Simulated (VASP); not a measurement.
Input of a VASP 6.6.1 run:

The input INCAR:

```
SYSTEM = Al8N
PREC = Accurate
ENCUT = 520
EDIFF = 1E-7
ISMEAR = 0
SIGMA = 0.1
LREAL = .False.
LASPH = .True.
NELM = 80
ALGO = Normal
ISIF = 2
LWAVE = .False.
LCHARG = .False.
LDIPOL = .True.
IDIPOL = 3
DIPOL = 0.5 0.5 0.399
GGA = PE
NBANDS = 24
```

The input KPOINTS:

```
Automatic mesh
0
Gamma
  9 9 1
  0 0 0
```

The input POSCAR:

```
Al8N
1.0
    2.8543223330      0.0000000000      0.0000000000
   -1.4271611665      2.4719156510      0.0000000000
    0.0000000000      0.0000000000     33.4760593533
Al N
8 1
Direct
    0.3333333333      0.6666666667      0.1194883770
    0.0000000000      0.0000000000      0.1895622803
    0.6666666667      0.3333333333      0.2596361837
    0.0000000000      0.0000000000      0.3297100869
    0.3333333333      0.6666666667      0.3992195594
    0.0000000000      0.0000000000      0.4696536480
    0.6666666667      0.3333333333      0.5400996810
    0.0000000000      0.0000000000      0.6116627748
    0.7777777778     -0.7777777778      0.6734980099
```

Potentials or basis: VASP PAW PBE potentials, release 64 (Al, N).

Command:

```bash
$ cat potpaw_PBE.64/Al/POTCAR potpaw_PBE.64/N/POTCAR > POTCAR
$ mpirun -np 1 vasp_std > vasp.out
```

Problem. Estimate the largest force.

Solution. 2.669 eV/Å.

Forces in eV/Å, atoms in the order of the input:
```
Al  -0.001  0.000 -0.111
Al   0.002 -0.001  0.045
Al  -0.001  0.000  0.013
Al  -0.006  0.003 -0.027
Al   0.001 -0.001  0.184
Al   0.023 -0.013 -0.157
Al  -0.078  0.045  0.135
Al  -0.260  0.150  2.561
N    0.319 -0.184 -2.644
```
